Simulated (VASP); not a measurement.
Set up this calculation in VASP 6.6.1, as the native input.

```yaml
Task: single point
Functional: PBEsol
Potentials_or_basis: VASP PAW PBE potentials, release 64 (Al)
Cutoff: 500 eV
k_mesh: 10 × 10 × 10
Occupations: gaussian, width 0.015 eV
Spin: no spin polarisation
Dipole_correction: no
Further_INCAR_settings: ALGO = Normal; EDIFF = 1e-06; NBANDS = 8
```

The structure of Al lies in POSCAR:

```
Al
1.0
   -1.5912186900      1.5912186900      1.5912186900
    1.5912186900     -1.5912186900      1.5912186900
    1.5912186900      1.5912186900     -1.5912186900
Al
1
Direct
    0.0000000000      0.0000000000      0.0000000000
```

One way to write it, as run:

INCAR

```
SYSTEM = Al
  PREC = Accurate
  ENCUT = 500
  EDIFF = 1E-6
  ISMEAR = 0
  SIGMA = 0.015
  LREAL = .FALSE.
  LASPH = .TRUE.
  NELM = 120
  ALGO = Normal
  ISIF = 2
  LWAVE = .FALSE.
  LCHARG = .TRUE.
  GGA = PS
  LELF = .TRUE.
  LVHAR = .TRUE.
  NBANDS = 8
  GGA_COMPAT = .FALSE.
```

KPOINTS

```
Automatic mesh
0
G
  10 10 10
  0 0 0
```

Potentials or basis: VASP PAW PBE potentials, release 64 (Al).

The run is started by

```console
$ cat potpaw_PBE.64/Al/POTCAR > POTCAR
$ mpirun -np 1 vasp_std > vasp.out
```

It gave:

```
Pressure : 2.8 GPa
```

Caveat: the PAW data sets were made with another functional, which shifts forces and pressure a little.

It took 8.7 s on 1 thread of AMD EPYC 7R13 (shared host), peak memory 0.09 GiB.
